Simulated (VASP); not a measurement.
# ZrS (Fm-3m) in VASP: a series of runs

The runs below take ZrS through single point, with LDA.

Everything below comes from runs of VASP 6.6.1. Logs are shortened: lines on timing, memory, paths and dates and some standing lists are left out, and cuts for length are marked.

## 1. The cell of the first run

It takes space group Fm-3m (No. 225, cubic). The conventional cell has a = 4.806 Å, b = 4.806 Å, c = 4.806 Å, α = 90.00°, β = 90.00°, γ = 90.00°. Zr (site symmetry m-3m) has 6 S at 2.40 Å within 3.2 Å. Within 3.2 Å of S (site symmetry m-3m) lie 6 Zr at 2.40 Å.

## 2. Single point, LDA (13.87 Å³/atom)

Contents of INCAR:

```
SYSTEM = ZrS
PREC = Accurate ; ENCUT = 520
EDIFF = 1E-7 ; ISMEAR = 0
SIGMA = 0.15 ; LREAL = .FALSE.
LASPH = .TRUE. ; NELM = 60
ALGO = Normal ; ISIF = 2
LWAVE = .FALSE. ; LCHARG = .FALSE.
NBANDS = 16
```

Contents of KPOINTS:

```
regular mesh
0
G
  16 16 16
  0 0 0
```

Contents of POSCAR:

```
ZrS
1.0
    0.0000000000      2.4028323044      2.4028323044
    2.4028323044      0.0000000000      2.4028323044
    2.4028323044      2.4028323044      0.0000000000
Zr S
1 1
Direct
    0.0000000000      0.0000000000      0.0000000000
    0.5000000000      0.5000000000      0.5000000000
```

Potentials or basis: VASP PAW LDA potentials, release 64 (Zr_sv, S).

Launch:

```console
cat potpaw_LDA.64/Zr_sv/POTCAR potpaw_LDA.64/S/POTCAR > POTCAR
mpirun -np 1 vasp_std > vasp.out
```

OUTCAR:

```text
SYSTEM = ZrS
   PREC = Accurate
   ENCUT = 520
   EDIFF = 1E-7
   ISMEAR = 0
   LREAL = .FALSE.
   LASPH = .TRUE.
   NELM = 60
   ISIF = 2

 ion  position               nearest neighbor table
   1  0.000  0.000  0.000-   2 2.40   2 2.40   2 2.40   2 2.40   2 2.40   2 2.40
   2  0.500  0.500  0.500-   1 2.40   1 2.40   1 2.40   1 2.40   1 2.40   1 2.40

  LATTYP: Found a face centered cubic cell.
 ALAT       =     4.8056646088

  Lattice vectors:

 A1 = (   0.0000000000,   2.4028323044,   2.4028323044)
 A2 = (   2.4028323044,   0.0000000000,   2.4028323044)
 A3 = (   2.4028323044,   2.4028323044,   0.0000000000)

Analysis of symmetry for initial positions (statically):
=====================================================================
 Subroutine PRICEL returns:
 Original cell was already a primitive cell.

 Routine SETGRP: Setting up the symmetry group for a
 face centered cubic supercell.

 Subroutine GETGRP returns: Found 48 space group operations
 (whereof 48 operations were pure point group operations)
 out of a pool of 48 trial point group operations.

The static configuration has the point symmetry O_h .

Analysis of symmetry for dynamics (positions and initial velocities):
=====================================================================
 Subroutine PRICEL returns:
 Original cell was already a primitive cell.

 Routine SETGRP: Setting up the symmetry group for a
 face centered cubic supercell.

 Subroutine GETGRP returns: Found 48 space group operations
 (whereof 48 operations were pure point group operations)
 out of a pool of 48 trial point group operations.

The dynamic configuration has the point symmetry O_h .

 Subroutine INISYM returns: Found 48 space group operations
 (whereof 48 operations are pure point group operations),
 and found     1 'primitive' translations

----------------------------------------------------------------------------------------

                                     Primitive cell

  volume of cell :      27.7460

  direct lattice vectors                    reciprocal lattice vectors
     0.000000000  2.402832304  2.402832304    -0.208087763  0.208087763  0.208087763
     2.402832304  0.000000000  2.402832304     0.208087763 -0.208087763  0.208087763
     2.402832304  2.402832304  0.000000000     0.208087763  0.208087763 -0.208087763

  length of vectors
     3.398118033  3.398118033  3.398118033     0.360418579  0.360418579  0.360418579

  position of ions in fractional coordinates (direct lattice)
     0.000000000  0.000000000  0.000000000
     0.500000000  0.500000000  0.500000000

  ion indices of the primitive-cell ions
   primitive index   ion index
                 1           1
                 2           2

----------------------------------------------------------------------------------------

 KPOINTS: regular mesh

Automatic generation of k-mesh.
 Grid dimensions read from file:
 generate k-points for:   16   16   16

 Generating k-lattice:

  Cartesian coordinates                     Fractional coordinates (reciprocal lattice)
    -0.013005485  0.013005485  0.013005485     0.062500000  0.000000000  0.000000000
     0.013005485 -0.013005485  0.013005485     0.000000000  0.062500000  0.000000000
     0.013005485  0.013005485 -0.013005485     0.000000000  0.000000000  0.062500000

  Length of vectors
     0.022526161  0.022526161  0.022526161

  Shift w.r.t. Gamma in fractional coordinates (k-lattice)
     0.000000000  0.000000000  0.000000000

 Subroutine IBZKPT returns following result:
 ===========================================

 Found    145 irreducible k-points:

 Following reciprocal coordinates:
            Coordinates               Weight
  0.000000  0.000000  0.000000      1.000000
  0.062500  0.000000  0.000000      8.000000
  0.125000  0.000000  0.000000      8.000000
  0.187500  0.000000  0.000000      8.000000
  0.250000  0.000000  0.000000      8.000000
  0.312500  0.000000  0.000000      8.000000
[... 16 lines left out ...]
 -0.125000  0.062500  0.000000     24.000000
 -0.062500  0.062500  0.000000     12.000000
 [... further k-points ...]
   k-points           NKPTS =    145   k-points in BZ     NKDIM =    145   number of bands    NBANDS=     16
   number of dos      NEDOS =    301   number of ions     NIONS =      2
   total plane-waves  NPLWV =  21952
   dimension x,y,z NGX =    28 NGY =   28 NGZ =   28
   dimension x,y,z NGXF=    56 NGYF=   56 NGZF=   56
   ions per type =               1   1
   NGX,Y,Z   is equivalent  to a cutoff of  13.70, 13.70, 13.70 a.u.
   NGXF,Y,Z  is equivalent  to a cutoff of  27.40, 27.40, 27.40 a.u.
 SYSTEM =  ZrS
   PREC   = accura    normal or accurate (medium, high low for compatibility)
   ISTART =      0    job   : 0-new  1-cont  2-samecut
   ICHARG =      2    charge: 1-file 2-atom 10-const
   ISPIN  =      1    spin polarized calculation?
   LNONCOLLINEAR =      F non collinear calculations
   LSORBIT =      F    spin-orbit coupling
   LASPH  =      T    aspherical Exc in radial PAW
   ENCUT  =  520.0 eV  38.22 Ry    6.18 a.u.   6.32  6.32  6.32*2*pi/ulx,y,z
   NELM   =     60;   NELMIN=  2; NELMDL= -5     # of ELM steps
   EDIFF  = 0.1E-06   stopping-criterion for ELM
   LREAL  =      F    real-space projection
   EDIFFG = 0.1E-05   stopping-criterion for IOM
   NSW    =      0    number of steps for IOM
   IBRION =     -1    ionic relax: 0-MD 1-quasi-New 2-CG
   NFREE  =      0    steps in history (QN), initial steepest desc. (CG)
   ISIF   =      2    stress and relaxation
   ISYM   =      2    0-nonsym 1-usesym 2-fastsym
   POTIM  = 0.5000    time-step for ionic-motion
   TEBEG  =    0.0;   TEEND  =   0.0 temperature during run
   PSTRESS=    0.0 pullay stress
   NELECT =      18.0000    total number of electrons
   NUPDOWN=      -1.0000    fix difference up-down
   EMIN   =  10.00;   EMAX   =-10.00  energy-range for DOS
   EFERMI =   0.00;   METHOD = LEGACY
   ISMEAR =     0;   SIGMA  =   0.15  broadening in eV -4-tet -1-fermi 0-gaus
   EFERMI_NEDOS =   21; number of points for ismear=-14 and -15
   IALGO  =     38    algorithm
   IMIX   =      4    mixing-type and parameters
     AMIX     =   0.40;   BMIX     =  1.00
     AMIX_MAG =   1.60;   BMIX_MAG =  1.00
  volume/ion in A,a.u.               =      13.87        93.62
  Fermi-wavevector in a.u.,A,eV,Ry     =   1.417203  2.678126 27.326834  2.008466
  Thomas-Fermi vector in A             =   2.538458
   LORBIT       =      0    0 simple, 1 ext, 2 COOP (PROOUT), +10 PAW based schemes
   GGA     = CA    functional components
   LHFCALC =     F    Hartree Fock is set to
   AEXX    =    0.0000 exact exchange contribution
   IVDW    =     0    specifies the selected vdW correction
   LEPSILON=     F    determine dielectric tensor
   LRPA    =     F    only Hartree local field effects (RPA)
 non-spin polarized calculation
 Gauss-broadening in eV      SIGMA  =   0.15
  energy-cutoff  :      520.00
  volume of cell :       27.75
 maximum number of plane-waves:       758
 NGX is ok and might be reduce to    28
   NGX = 13   NGY = 13   NGZ = 13

 number of electron      18.0000001 magnetization

 Free energy of the ion-electron system (eV)
  ---------------------------------------------------
  ext. energy  EPLUGINS =         0.00000000
  ---------------------------------------------------
  free energy    TOTEN  =       -16.39834368 eV

  energy without entropy =      -16.38981103  energy(sigma->0) =      -16.39407736

 E-fermi :  14.1443     XC(G=0): -12.8358

 val. band max:       14.1142089982   @ k =   0.3125   0.1250   0.0625
 cond. band min:      14.1777762707   @ k =   0.3125   0.3125   0.0000
 fundamental gap:      0.0635672725
 Fermi energy:        14.1442614610

 k-point     1 :       0.0000    0.0000    0.0000
  band No.  band energies     occupation
      1     -34.9877      2.00000
      2     -13.0842      2.00000
      3     -13.0842      2.00000
      4     -13.0842      2.00000
      5      -2.7701      2.00000
      6      10.7249      2.00000
[... 8 lines left out ...]
     15      21.3620      0.00000
     16      29.3611      0.00000

 k-point     2 :       0.0625    0.0000    0.0000
  band No.  band energies     occupation
      1     -34.9839      2.00000
      2     -13.1277      2.00000
      3     -13.0873      2.00000
      4     -13.0873      2.00000
      5      -2.6792      2.00000
      6      10.2439      2.00000
[... 8 lines left out ...]
     15      21.6119      0.00000
     16      28.8889      0.00000

 k-point     3 :       0.1250    0.0000    0.0000
  band No.  band energies     occupation
      1     -34.9731      2.00000
      2     -13.2487      2.00000
      3     -13.0959      2.00000
      4     -13.0959      2.00000
      5      -2.4178      2.00000
      6       9.3120      2.00000
[... 8 lines left out ...]
     15      22.3091      0.00000
     16      27.8320      0.00000

 k-point     4 :       0.1875    0.0000    0.0000
  band No.  band energies     occupation
      1     -34.9570      2.00000
      2     -13.4231      2.00000
      3     -13.1088      2.00000
      4     -13.1088      2.00000
      5      -2.0169      2.00000
      6       8.2816      2.00000
[... 8 lines left out ...]
     15      23.2443      0.00000
     16      26.8781      0.00000
[... 324 lines left out ...]
 k-point    22 :      -0.1875    0.0625    0.0000
  band No.  band energies     occupation
      1     -34.9481      2.00000
      2     -13.4948      2.00000
      3     -13.1504      2.00000
      4     -13.1008      2.00000
      5      -1.8107      2.00000
      6       7.7439      2.00000
[... 8 lines left out ...]
     15      23.6689      0.00000
     16      25.5968      0.00000

 k-point    23 :      -0.1250    0.0625    0.0000
  band No.  band energies     occupation
      1     -34.9653      2.00000
      2     -13.3190      2.00000
      3     -13.1298      2.00000
      4     -13.0900      2.00000
      5      -2.2323      2.00000
      6       8.6779      2.00000
[... 8 lines left out ...]
     15      22.7950      0.00000
     16      26.7641      0.00000

 k-point    24 :      -0.0625    0.0625    0.0000
  band No.  band energies     occupation
      1     -34.9778      2.00000
      2     -13.1881      2.00000
      3     -13.1076      2.00000
      4     -13.0852      2.00000
      5      -2.5336      2.00000
      6       9.5693      2.00000
[... 8 lines left out ...]
     15      22.0098      0.00000
     16      28.0369      0.00000

 [... further k-points ...]

------------------------ aborting loop because EDIFF is reached ----------------------------------------

  FORCE on cell =-STRESS in cart. coord.  units (eV):
  Direction    XX          YY          ZZ          XY          YZ          ZX
  --------------------------------------------------------------------------------------
  -------------------------------------------------------------------------------------
  Total        8.2991095      8.2991095      8.2991095      0.0000000      0.0000000     -0.0000000
  in kB      479.2274620    479.2274620    479.2274620      0.0000000      0.0000000     -0.0000000
  external PRESSURE =     479.2274620 kB  Pullay stress =       0.0000000 kB

 VOLUME and BASIS-vectors are now :
 -----------------------------------------------------------------------------
  energy-cutoff  :      520.00
  volume of cell :       27.75
      direct lattice vectors                 reciprocal lattice vectors
     0.000000000  2.402832304  2.402832304    -0.208087763  0.208087763  0.208087763
     2.402832304  0.000000000  2.402832304     0.208087763 -0.208087763  0.208087763
     2.402832304  2.402832304  0.000000000     0.208087763  0.208087763 -0.208087763

 POSITION                                       TOTAL-FORCE (eV/Angst)
 -----------------------------------------------------------------------------------
      0.00000      0.00000      0.00000         0.000000      0.000000     -0.000000
      2.40283      2.40283      2.40283         0.000000      0.000000      0.000000
 -----------------------------------------------------------------------------------
    total drift:                                0.000000      0.000000      0.000000

  FREE ENERGIE OF THE ION-ELECTRON SYSTEM (eV)
  ---------------------------------------------------
  free  energy   TOTEN  =       -16.3983436795 eV

  energy  without entropy=      -16.3898110350  energy(sigma->0) =      -16.39407736
```

Wall time 35 s (1 thread of Intel Xeon 6975P-C (Granite Rapids), shared host); peak memory 0.18 GiB.

What came out:

| Quantity | Value |
| --- | --- |
| Free energy | -16.3983 eV |
| Pressure | 47.9 GPa |
| Band gap on the k mesh | zero (bands 9 and 10 overlap by 4.22 eV) |

Levels at points of the mesh, in eV from the Fermi level:
| k point | band 6 | band 7 | band 8 | band 9 | band 10 | band 11 | band 12 | band 13 |
| --- | --- | --- | --- | --- | --- | --- | --- | --- |
| (0.00, 0.00, 0.00) | -3.42 | -3.42 | -3.42 | -2.05 | -2.05 | -2.05 | -1.06 | -1.06 |
| (0.50, 0.00, 0.00) | -9.32 | -7.04 | -7.04 | 2.16 | 2.16 | 2.18 | 2.87 | 6.51 |
| (0.50, 0.50, 0.00) | -6.33 | -4.86 | -4.36 | -4.36 | 0.64 | 3.49 | 3.49 | 4.25 |

Caveat: the cell stands under pressure.

[end of part 1 of 2]
